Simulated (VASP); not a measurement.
# RbBr in VASP: a series of runs

The runs below take RbBr through single point, with PBE.

All numbers are computed with VASP 6.6.1; they aren't measurements. Logs are shortened: lines on timing, memory, paths and dates and some standing lists are left out, and cuts for length are marked.

## (1) The cell of the first run

It takes space group F-43m (No. 216, cubic). The conventional cell has a = 8.049 Å, b = 8.049 Å, c = 8.049 Å, α = 90.00°, β = 90.00°, γ = 90.00°. Rb (site symmetry -43m) has 4 Br at 3.49 Å within 4.6 Å. Br (site symmetry -43m) has 4 Rb at 3.49 Å within 4.6 Å.

## (2) Single point, PBE (strain +4.0%)

File INCAR:

```
PREC     = Accurate       # precision mode
ENCUT    = 500            # plane-wave cutoff, eV
EDIFF    = 1E-6           # SCF threshold, eV
ISMEAR   = 0              # smearing method
SIGMA    = 0.01           # smearing width, eV
LREAL    = F              # projectors in reciprocal space
LASPH    = T              # aspherical terms in the spheres
NELM     = 120            # most SCF steps
ALGO     = Normal         # electronic algorithm
ISIF     = 2              # what is computed and relaxed
LWAVE    = F              # write WAVECAR
LCHARG   = T              # write CHGCAR
GGA      = PE             # functional
LELF     = T              # ELF
LVHAR    = T            
NBANDS   = 15             # bands
GGA_COMPAT= F
```

File KPOINTS:

```
Automatic mesh
0
Gamma
  4 4 4
```

File POSCAR:

```
RbBr
1.0
    0.0000000000      4.0242767392      4.0242767392
    4.0242767392      0.0000000000      4.0242767392
    4.0242767392      4.0242767392      0.0000000000
Rb Br
1 1
Direct
    0.0000000000      0.0000000000      0.0000000000
    0.2500000000      0.2500000000      0.2500000000
```

Potentials or basis: VASP PAW PBE potentials, release 64 (Rb_sv, Br).

The run is started by

```
$ cat potpaw_PBE.64/Rb_sv/POTCAR potpaw_PBE.64/Br/POTCAR > POTCAR
$ mpirun -np 1 vasp_std > vasp.out
```

OUTCAR:

```text
PREC = Accurate
   ENCUT = 500
   EDIFF = 1E-6
   ISMEAR = 0
   LREAL = F
   LASPH = T
   NELM = 120
   ISIF = 2
   GGA = PE

 ion  position               nearest neighbor table
   1  0.000  0.000  0.000-   2 3.49   2 3.49   2 3.49   2 3.49
   2  0.250  0.250  0.250-   1 3.49   1 3.49   1 3.49   1 3.49

  LATTYP: Found a face centered cubic cell.
 ALAT       =     8.0485534784

  Lattice vectors:

 A1 = (   0.0000000000,   4.0242767392,   4.0242767392)
 A2 = (   4.0242767392,   0.0000000000,   4.0242767392)
 A3 = (   4.0242767392,   4.0242767392,   0.0000000000)

Analysis of symmetry for initial positions (statically):
=====================================================================
 Subroutine PRICEL returns:
 Original cell was already a primitive cell.

 Routine SETGRP: Setting up the symmetry group for a
 face centered cubic supercell.

 Subroutine GETGRP returns: Found 24 space group operations
 (whereof 24 operations were pure point group operations)
 out of a pool of 48 trial point group operations.

The static configuration has the point symmetry T_d .

Analysis of symmetry for dynamics (positions and initial velocities):
=====================================================================
 Subroutine PRICEL returns:
 Original cell was already a primitive cell.

 Routine SETGRP: Setting up the symmetry group for a
 face centered cubic supercell.

 Subroutine GETGRP returns: Found 24 space group operations
 (whereof 24 operations were pure point group operations)
 out of a pool of 48 trial point group operations.

The dynamic configuration has the point symmetry T_d .

 Subroutine INISYM returns: Found 24 space group operations
 (whereof 24 operations are pure point group operations),
 and found     1 'primitive' translations

----------------------------------------------------------------------------------------

                                     Primitive cell

  volume of cell :     130.3447

  direct lattice vectors                    reciprocal lattice vectors
     0.000000000  4.024276739  4.024276739    -0.124245928  0.124245928  0.124245928
     4.024276739  0.000000000  4.024276739     0.124245928 -0.124245928  0.124245928
     4.024276739  4.024276739  0.000000000     0.124245928  0.124245928 -0.124245928

  length of vectors
     5.691186743  5.691186743  5.691186743     0.215200261  0.215200261  0.215200261

  position of ions in fractional coordinates (direct lattice)
     0.000000000  0.000000000  0.000000000
     0.250000000  0.250000000  0.250000000

  ion indices of the primitive-cell ions
   primitive index   ion index
                 1           1
                 2           2

----------------------------------------------------------------------------------------

 KPOINTS: Automatic mesh

Automatic generation of k-mesh.
 Grid dimensions read from file:
 generate k-points for:    4    4    4

 Generating k-lattice:

  Cartesian coordinates                     Fractional coordinates (reciprocal lattice)
    -0.031061482  0.031061482  0.031061482     0.250000000  0.000000000  0.000000000
     0.031061482 -0.031061482  0.031061482     0.000000000  0.250000000  0.000000000
     0.031061482  0.031061482 -0.031061482     0.000000000  0.000000000  0.250000000

  Length of vectors
     0.053800065  0.053800065  0.053800065

  Shift w.r.t. Gamma in fractional coordinates (k-lattice)
     0.000000000  0.000000000  0.000000000

 Subroutine IBZKPT returns following result:
 ===========================================

 Found      8 irreducible k-points:

 Following reciprocal coordinates:
            Coordinates               Weight
  0.000000  0.000000  0.000000      1.000000
  0.250000  0.000000  0.000000      8.000000
  0.500000  0.000000  0.000000      4.000000
  0.250000  0.250000  0.000000      6.000000
  0.500000  0.250000  0.000000     24.000000
 -0.250000  0.250000  0.000000     12.000000
  0.500000  0.500000  0.000000      3.000000
 -0.250000  0.500000  0.250000      6.000000
   k-points           NKPTS =      8   k-points in BZ     NKDIM =      8   number of bands    NBANDS=     15
   number of dos      NEDOS =    301   number of ions     NIONS =      2
   total plane-waves  NPLWV =  74088
   dimension x,y,z NGX =    42 NGY =   42 NGZ =   42
   dimension x,y,z NGXF=    84 NGYF=   84 NGZF=   84
   ions per type =               1   1
   NGX,Y,Z   is equivalent  to a cutoff of  12.27, 12.27, 12.27 a.u.
   NGXF,Y,Z  is equivalent  to a cutoff of  24.54, 24.54, 24.54 a.u.
 SYSTEM =  unknown system
   PREC   = accura    normal or accurate (medium, high low for compatibility)
   ISTART =      0    job   : 0-new  1-cont  2-samecut
   ICHARG =      2    charge: 1-file 2-atom 10-const
   ISPIN  =      1    spin polarized calculation?
   LNONCOLLINEAR =      F non collinear calculations
   LSORBIT =      F    spin-orbit coupling
   LASPH  =      T    aspherical Exc in radial PAW
   ENCUT  =  500.0 eV  36.75 Ry    6.06 a.u.  10.38 10.38 10.38*2*pi/ulx,y,z
   NELM   =    120;   NELMIN=  2; NELMDL= -5     # of ELM steps
   EDIFF  = 0.1E-05   stopping-criterion for ELM
   LREAL  =      F    real-space projection
   EDIFFG = 0.1E-04   stopping-criterion for IOM
   NSW    =      0    number of steps for IOM
   IBRION =     -1    ionic relax: 0-MD 1-quasi-New 2-CG
   NFREE  =      0    steps in history (QN), initial steepest desc. (CG)
   ISIF   =      2    stress and relaxation
   ISYM   =      2    0-nonsym 1-usesym 2-fastsym
   POTIM  = 0.5000    time-step for ionic-motion
   TEBEG  =    0.0;   TEEND  =   0.0 temperature during run
   PSTRESS=    0.0 pullay stress
   NELECT =      16.0000    total number of electrons
   NUPDOWN=      -1.0000    fix difference up-down
   EMIN   =  10.00;   EMAX   =-10.00  energy-range for DOS
   EFERMI =   0.00;   METHOD = LEGACY
   ISMEAR =     0;   SIGMA  =   0.01  broadening in eV -4-tet -1-fermi 0-gaus
   EFERMI_NEDOS =   21; number of points for ismear=-14 and -15
   IALGO  =     38    algorithm
   IMIX   =      4    mixing-type and parameters
     AMIX     =   0.40;   BMIX     =  1.00
     AMIX_MAG =   1.60;   BMIX_MAG =  1.00
  volume/ion in A,a.u.               =      65.17       439.80
  Fermi-wavevector in a.u.,A,eV,Ry     =   0.813611  1.537502  9.006559  0.661963
  Thomas-Fermi vector in A             =   1.923368
   LORBIT       =      0    0 simple, 1 ext, 2 COOP (PROOUT), +10 PAW based schemes
   GGA     = PE    functional components
   LHFCALC =     F    Hartree Fock is set to
   AEXX    =    0.0000 exact exchange contribution
   IVDW    =     0    specifies the selected vdW correction
   LEPSILON=     F    determine dielectric tensor
   LRPA    =     F    only Hartree local field effects (RPA)
 non-spin polarized calculation
 Gauss-broadening in eV      SIGMA  =   0.01
  energy-cutoff  :      500.00
  volume of cell :      130.34
 maximum number of plane-waves:      3329
 NGX is ok and might be reduce to    42
   NGX = 21   NGY = 21   NGZ = 21

 number of electron      15.9999998 magnetization

 Free energy of the ion-electron system (eV)
  ---------------------------------------------------
  ext. energy  EPLUGINS =         0.00000000
  ---------------------------------------------------
  free energy    TOTEN  =        -5.90466891 eV

  energy without entropy =       -5.90466891  energy(sigma->0) =       -5.90466891

 E-fermi :  -3.2286     XC(G=0):  -5.3747

 val. band max:       -3.3141069570   @ k =   0.5000   0.5000   0.0000
 cond. band min:       0.5935715040   @ k =   0.0000   0.0000   0.0000
 fundamental gap:      3.9076784610
 Fermi energy:        -3.2285612459

 k-point     1 :       0.0000    0.0000    0.0000
  band No.  band energies     occupation
      1     -28.2044      2.00000
      2     -15.1345      2.00000
      3     -12.2915      2.00000
      4     -12.2915      2.00000
      5     -12.2915      2.00000
      6      -3.3590      2.00000
      7      -3.3590      2.00000
      8      -3.3590      2.00000
      9       0.5936      0.00000
     10       4.6388      0.00000
     11       4.6388      0.00000
     12       5.4392      0.00000
     13       5.4392      0.00000
     14       5.4392      0.00000
     15       6.2649      0.00000

 k-point     2 :       0.2500    0.0000    0.0000
  band No.  band energies     occupation
      1     -28.2039      2.00000
      2     -15.1480      2.00000
      3     -12.2950      2.00000
      4     -12.2950      2.00000
      5     -12.2762      2.00000
      6      -3.4724      2.00000
      7      -3.3452      2.00000
      8      -3.3452      2.00000
      9       1.3215      0.00000
     10       4.3052      0.00000
     11       4.3052      0.00000
     12       4.4850      0.00000
     13       5.3845      0.00000
     14       5.8234      0.00000
     15       5.8234      0.00000

 k-point     3 :       0.5000    0.0000    0.0000
  band No.  band energies     occupation
      1     -28.2034      2.00000
      2     -15.1612      2.00000
      3     -12.2985      2.00000
      4     -12.2985      2.00000
      5     -12.2615      2.00000
      6      -3.5543      2.00000
      7      -3.3320      2.00000
      8      -3.3320      2.00000
      9       2.6068      0.00000
     10       2.9150      0.00000
     11       4.2682      0.00000
     12       4.2682      0.00000
     13       5.5503      0.00000
     14       5.5503      0.00000
     15       5.8203      0.00000
[... 55 lines left out ...]
 k-point     7 :       0.5000    0.5000    0.0000
  band No.  band energies     occupation
      1     -28.2031      2.00000
      2     -15.1698      2.00000
      3     -12.3084      2.00000
      4     -12.3084      2.00000
      5     -12.2361      2.00000
      6      -3.6151      2.00000
      7      -3.3141      2.00000
      8      -3.3141      2.00000
      9       2.4823      0.00000
     10       3.2524      0.00000
     11       4.4341      0.00000
     12       5.0469      0.00000
     13       5.3847      0.00000
     14       5.3847      0.00000
     15       5.8160      0.00000

 k-point     8 :      -0.2500    0.5000    0.2500
  band No.  band energies     occupation
      1     -28.2031      2.00000
      2     -15.1697      2.00000
      3     -12.3155      2.00000
      4     -12.3086      2.00000
      5     -12.2293      2.00000
      6      -3.5103      2.00000
      7      -3.4225      2.00000
      8      -3.3158      2.00000
      9       2.6227      0.00000
     10       3.2503      0.00000
     11       4.3744      0.00000
     12       4.6848      0.00000
     13       5.1575      0.00000
     14       5.3312      0.00000
     15       6.2203      0.00000

------------------------ aborting loop because EDIFF is reached ----------------------------------------

  FORCE on cell =-STRESS in cart. coord.  units (eV):
  Direction    XX          YY          ZZ          XY          YZ          ZX
  --------------------------------------------------------------------------------------
  -------------------------------------------------------------------------------------
  Total       -0.4973265     -0.4973265     -0.4973265      0.0000000     -0.0000000      0.0000000
  in kB       -6.1130605     -6.1130605     -6.1130605      0.0000000     -0.0000000      0.0000000
  external PRESSURE =      -6.1130605 kB  Pullay stress =       0.0000000 kB

 VOLUME and BASIS-vectors are now :
 -----------------------------------------------------------------------------
  energy-cutoff  :      500.00
  volume of cell :      130.34
      direct lattice vectors                 reciprocal lattice vectors
     0.000000000  4.024276739  4.024276739    -0.124245928  0.124245928  0.124245928
     4.024276739  0.000000000  4.024276739     0.124245928 -0.124245928  0.124245928
     4.024276739  4.024276739  0.000000000     0.124245928  0.124245928 -0.124245928

 POSITION                                       TOTAL-FORCE (eV/Angst)
 -----------------------------------------------------------------------------------
      0.00000      0.00000      0.00000         0.000000      0.000000     -0.000000
      2.01214      2.01214      2.01214        -0.000000     -0.000000      0.000000
 -----------------------------------------------------------------------------------
    total drift:                               -0.000000     -0.000000     -0.000000

  FREE ENERGIE OF THE ION-ELECTRON SYSTEM (eV)
  ---------------------------------------------------
  free  energy   TOTEN  =        -5.9046689130 eV

  energy  without entropy=       -5.9046689130  energy(sigma->0) =       -5.90466891
```

Run time: 11 s. Hardware: 1 thread of Intel Xeon 6975P-C (Granite Rapids), shared host; peak memory 0.24 GiB.

What came out:

```yaml
Free_energy: -5.9047 eV
Pressure: -0.6 GPa
Band_gap_on_the_k_mesh: 3.91 eV (least direct gap 3.95 eV)
```

Caveat: the cell differs from its parent crystal (strain +4.0%). A k mesh can miss the band edges.

## (3) Single point, PBE (strain along [111] +0.5%)

File INCAR:

```
SYSTEM = RbBr
PREC     = Accurate       ! precision mode
ENCUT    = 500            ! plane-wave cutoff, eV
EDIFF    = 1E-6           ! SCF threshold, eV
ISMEAR   = 0              ! smearing method
SIGMA    = 0.01           ! smearing width, eV
LREAL    = .False.        ! projectors in reciprocal space
LASPH    = .True.         ! aspherical terms in the spheres
NELM     = 120            ! most SCF steps
ALGO     = Normal         ! electronic algorithm
ISIF     = 2              ! what is computed and relaxed
LWAVE    = .False.        ! write WAVECAR
LCHARG   = .False.        ! write CHGCAR
GGA      = PE             ! functional
NBANDS   = 15             ! bands
GGA_COMPAT= .False.
```

File KPOINTS:

```
regular mesh
0
Gamma
  4 4 4
  0 0 0
```

File POSCAR:

```
RbBr
1.0
    0.0128983229      3.8823951875      3.8823951875
    3.8823951875      0.0128983229      3.8823951875
    3.8823951875      3.8823951875      0.0128983229
Rb Br
1 1
Direct
    0.0001607517      0.0001607517      0.0001607517
    0.2498392483      0.2498392483      0.2498392483
```

Potentials or basis: VASP PAW PBE potentials, release 64 (Rb_sv, Br).

The run is started by

```
$ cat potpaw_PBE.64/Rb_sv/POTCAR potpaw_PBE.64/Br/POTCAR > POTCAR
$ mpirun -np 1 vasp_std > vasp.out
```

It took 11 s on 1 thread of Intel Xeon 6975P-C (Granite Rapids), shared host; peak memory 0.24 GiB.

Results (log left out):

```yaml
Free_energy: -5.9281 eV
Pressure: 0.1 GPa
Largest_force: 0.007 eV/Å
Band_gap_on_the_k_mesh: 4.07 eV (least direct gap 4.15 eV)
```

Forces in eV/Å, atoms in the order of the input:
```
Rb   0.004  0.004  0.004
Br  -0.004 -0.004 -0.004
```

Levels at points of the mesh, in eV from the valence-band top:
```
           k point  band 5  band 6  band 7  band 8  band 9  band 10  band 11  band 12
(0.00, 0.00, 0.00)   -8.71   -0.09   -0.09   -0.09    4.07     8.15     8.15     9.10
(0.50, 0.00, 0.00)   -8.66   -0.30   -0.04   -0.04    6.26     6.47     7.78     7.81
(0.50, 0.50, 0.00)   -8.62   -0.39    0.00    0.00    5.91     6.72     8.39     8.92
(0.50, 0.50, 0.50)   -8.66   -0.30   -0.04   -0.04    6.25     6.46     7.80     7.80
```

Caveat: the cell differs from its parent crystal (strain along [111] +0.5%). A k mesh can miss the band edges.
